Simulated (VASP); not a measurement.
# SrO (Fm-3m) in VASP: a series of runs

The runs below take SrO through single point, with PBE, PBE+D3(BJ), BLYP+D3(BJ).

Everything below comes from runs of VASP 6.6.1. Logs are shortened: lines on timing, memory, paths and dates and some standing lists are left out, and cuts for length are marked.

**1. The cell of the first run**

It takes space group Fm-3m (No. 225, cubic). The conventional cell has a = 5.140 Å, b = 5.140 Å, c = 5.140 Å, α = 90.00°, β = 90.00°, γ = 90.00°. Within 3.4 Å of Sr (site symmetry m-3m) lie 6 O at 2.57 Å. Within 3.4 Å of O (site symmetry m-3m) lie 6 Sr at 2.57 Å.

**2. Single point, PBE**

INCAR

```
SYSTEM = SrO
PREC = Accurate
ENCUT = 600
EDIFF = 1E-6
ISMEAR = 0
SIGMA = 0.05
LREAL = .False.
LASPH = .True.
NELM = 120
ALGO = Normal
ISIF = 2
LWAVE = .False.
LCHARG = .False.
GGA = PE
NBANDS = 15
GGA_COMPAT = .False.
```

KPOINTS

```
Automatic mesh
0
Gamma
  8 8 8
  0 0 0
```

POSCAR

```
SrO
1.0
    0.0000000000      2.5697984671      2.5697984671
    2.5697984671      0.0000000000      2.5697984671
    2.5697984671      2.5697984671      0.0000000000
Sr O
1 1
Direct
    0.5000000000      0.5000000000      0.5000000000
    0.0000000000      0.0000000000      0.0000000000
```

Potentials or basis: VASP PAW PBE potentials, release 64 (Sr_sv, O).

Started as:

```bash
$ cat potpaw_PBE.64/Sr_sv/POTCAR potpaw_PBE.64/O/POTCAR > POTCAR
$ mpirun -np 1 vasp_std > vasp.out
```

OUTCAR:

```text
SYSTEM = SrO
   PREC = Accurate
   ENCUT = 600
   EDIFF = 1E-6
   ISMEAR = 0
   LREAL = .False.
   LASPH = .True.
   NELM = 120
   ISIF = 2
   GGA = PE

 ion  position               nearest neighbor table
   1  0.500  0.500  0.500-   2 2.57   2 2.57   2 2.57   2 2.57   2 2.57   2 2.57
   2  0.000  0.000  0.000-   1 2.57   1 2.57   1 2.57   1 2.57   1 2.57   1 2.57

  LATTYP: Found a face centered cubic cell.
 ALAT       =     5.1395969342

  Lattice vectors:

 A1 = (   0.0000000000,   2.5697984671,   2.5697984671)
 A2 = (   2.5697984671,   0.0000000000,   2.5697984671)
 A3 = (   2.5697984671,   2.5697984671,   0.0000000000)

Analysis of symmetry for initial positions (statically):
=====================================================================
 Subroutine PRICEL returns:
 Original cell was already a primitive cell.

 Routine SETGRP: Setting up the symmetry group for a
 face centered cubic supercell.

 Subroutine GETGRP returns: Found 48 space group operations
 (whereof 48 operations were pure point group operations)
 out of a pool of 48 trial point group operations.

The static configuration has the point symmetry O_h .

Analysis of symmetry for dynamics (positions and initial velocities):
=====================================================================
 Subroutine PRICEL returns:
 Original cell was already a primitive cell.

 Routine SETGRP: Setting up the symmetry group for a
 face centered cubic supercell.

 Subroutine GETGRP returns: Found 48 space group operations
 (whereof 48 operations were pure point group operations)
 out of a pool of 48 trial point group operations.

The dynamic configuration has the point symmetry O_h .

 Subroutine INISYM returns: Found 48 space group operations
 (whereof 48 operations are pure point group operations),
 and found     1 'primitive' translations

----------------------------------------------------------------------------------------

                                     Primitive cell

  volume of cell :      33.9412

  direct lattice vectors                    reciprocal lattice vectors
     0.000000000  2.569798467  2.569798467    -0.194567787  0.194567787  0.194567787
     2.569798467  0.000000000  2.569798467     0.194567787 -0.194567787  0.194567787
     2.569798467  2.569798467  0.000000000     0.194567787  0.194567787 -0.194567787

  length of vectors
     3.634243845  3.634243845  3.634243845     0.337001292  0.337001292  0.337001292

  position of ions in fractional coordinates (direct lattice)
     0.500000000  0.500000000  0.500000000
     0.000000000  0.000000000  0.000000000

  ion indices of the primitive-cell ions
   primitive index   ion index
                 1           1
                 2           2

[... 88 lines left out ...]
   IALGO  =     38    algorithm
   IMIX   =      4    mixing-type and parameters
     AMIX     =   0.40;   BMIX     =  1.00
     AMIX_MAG =   1.60;   BMIX_MAG =  1.00
  volume/ion in A,a.u.               =      16.97       114.52
  Fermi-wavevector in a.u.,A,eV,Ry     =   1.274107  2.407712 22.086985  1.623348
  Thomas-Fermi vector in A             =   2.406893
   LORBIT       =      0    0 simple, 1 ext, 2 COOP (PROOUT), +10 PAW based schemes
   GGA     = PE    functional components
   LHFCALC =     F    Hartree Fock is set to
   AEXX    =    0.0000 exact exchange contribution
   IVDW    =     0    specifies the selected vdW correction
   LEPSILON=     F    determine dielectric tensor
   LRPA    =     F    only Hartree local field effects (RPA)
 non-spin polarized calculation
 Gauss-broadening in eV      SIGMA  =   0.05
  energy-cutoff  :      600.00
  volume of cell :       33.94
 maximum number of plane-waves:      1158
 NGX is ok and might be reduce to    30
   NGX = 15   NGY = 15   NGZ = 15

 number of electron      15.9999997 magnetization

 Free energy of the ion-electron system (eV)
  ---------------------------------------------------
  ext. energy  EPLUGINS =         0.00000000
  ---------------------------------------------------
  free energy    TOTEN  =       -12.04201161 eV

  energy without entropy =      -12.04201161  energy(sigma->0) =      -12.04201161

 E-fermi :   1.9084     XC(G=0): -10.0328

 val. band max:        1.6686753314   @ k =   0.0000   0.0000   0.0000
 cond. band min:       4.9338596502   @ k =   0.5000   0.5000   0.0000
 fundamental gap:      3.2651843187
 Fermi energy:         1.9084182209

 k-point     1 :       0.0000    0.0000    0.0000
  band No.  band energies     occupation
      1     -30.7145      2.00000
      2     -13.4233      2.00000
      3     -12.3509      2.00000
      4     -12.3509      2.00000
      5     -12.3509      2.00000
      6       1.6687      2.00000
      7       1.6687      2.00000
      8       1.6687      2.00000
      9       5.6628      0.00000
     10       7.8835      0.00000
     11       7.8835      0.00000
     12       7.8835      0.00000
     13      10.0539      0.00000
     14      10.0539      0.00000
[... 401 lines left out ...]
      2     -14.6268      2.00000
      3     -12.7399      2.00000
      4     -12.5805      2.00000
      5     -11.5185      2.00000
      6       0.0933      2.00000
      7       0.8032      2.00000
      8       0.8817      2.00000
      9       8.0422      0.00000
     10       8.4082      0.00000
     11      10.9847      0.00000
     12      11.1702      0.00000
     13      13.2700      0.00000
     14      14.6073      0.00000
     15      15.0400      0.00000

 [... further k-points ...]

------------------------ aborting loop because EDIFF is reached ----------------------------------------

  FORCE on cell =-STRESS in cart. coord.  units (eV):
  Direction    XX          YY          ZZ          XY          YZ          ZX
  --------------------------------------------------------------------------------------
  -------------------------------------------------------------------------------------
  Total        0.7247619      0.7247619      0.7247619      0.0000000      0.0000000      0.0000000
  in kB       34.2120209     34.2120209     34.2120209      0.0000000      0.0000000      0.0000000
  external PRESSURE =      34.2120209 kB  Pullay stress =       0.0000000 kB

 VOLUME and BASIS-vectors are now :
 -----------------------------------------------------------------------------
  energy-cutoff  :      600.00
  volume of cell :       33.94
      direct lattice vectors                 reciprocal lattice vectors
     0.000000000  2.569798467  2.569798467    -0.194567787  0.194567787  0.194567787
     2.569798467  0.000000000  2.569798467     0.194567787 -0.194567787  0.194567787
     2.569798467  2.569798467  0.000000000     0.194567787  0.194567787 -0.194567787

 POSITION                                       TOTAL-FORCE (eV/Angst)
 -----------------------------------------------------------------------------------
      2.56980      2.56980      2.56980         0.000000      0.000000      0.000000
      0.00000      0.00000      0.00000        -0.000000     -0.000000     -0.000000
 -----------------------------------------------------------------------------------
    total drift:                               -0.000000      0.000000      0.000000

  FREE ENERGIE OF THE ION-ELECTRON SYSTEM (eV)
  ---------------------------------------------------
  free  energy   TOTEN  =       -12.0420116059 eV

  energy  without entropy=      -12.0420116059  energy(sigma->0) =      -12.04201161
```

OSZICAR:

```text
N       E                     dE             d eps       ncg     rms          rms(c)
DAV:   1     0.692733683499E+02    0.69273E+02   -0.86072E+03   870   0.113E+03
DAV:   2    -0.107502777945E+02   -0.80024E+02   -0.72806E+02  1246   0.231E+02
DAV:   3    -0.141987384553E+02   -0.34485E+01   -0.34306E+01  1321   0.406E+01
DAV:   4    -0.142436795304E+02   -0.44941E-01   -0.44935E-01  1007   0.398E+00
DAV:   5    -0.142441628767E+02   -0.48335E-03   -0.48335E-03  1135   0.321E-01    0.165E+01
DAV:   6    -0.121902247095E+02    0.20539E+01   -0.66498E+00   898   0.195E+01    0.194E+01
DAV:   7    -0.120512574280E+02    0.13897E+00   -0.29350E-01  1017   0.485E+00    0.113E+01
DAV:   8    -0.120399921338E+02    0.11265E-01   -0.11903E-01  1101   0.345E+00    0.447E-01
DAV:   9    -0.120413920386E+02   -0.13999E-02   -0.57522E-03  1120   0.485E-01    0.234E-01
DAV:  10    -0.120418512977E+02   -0.45926E-03   -0.45076E-04   975   0.200E-01    0.848E-02
DAV:  11    -0.120419932519E+02   -0.14195E-03   -0.13927E-04   926   0.884E-02    0.271E-02
DAV:  12    -0.120420114909E+02   -0.18239E-04   -0.28021E-05   947   0.393E-02    0.221E-02
DAV:  13    -0.120420116059E+02   -0.11499E-06   -0.14472E-06   913   0.106E-02
   1 F= -.12042012E+02 E0= -.12042012E+02  d E =-.171208E-13
```

Run time: 44 s. Hardware: 1 thread of AMD EPYC 7R13, shared host; peak memory 0.15 GiB.

What came out:

```yaml
Free_energy: -12.0420 eV
Pressure: 3.4 GPa
Band_gap_on_the_k_mesh: 3.27 eV (least direct gap 3.35 eV)
```

Levels at points of the mesh, in eV from the valence-band top:
```csv
k point,band 6,band 7,band 8,band 9,band 10,band 11
"(0.00, 0.00, 0.00)",0.00,0.00,0.00,3.99,6.21,6.21
"(0.50, 0.00, 0.00)",-2.17,-1.14,-1.14,6.56,8.47,8.86
"(0.50, 0.50, 0.00)",-0.43,-0.09,-0.09,3.27,7.82,10.18
```

Caveat: the cell stands under pressure. A k mesh can miss the band edges.

[end of part 1 of 2]
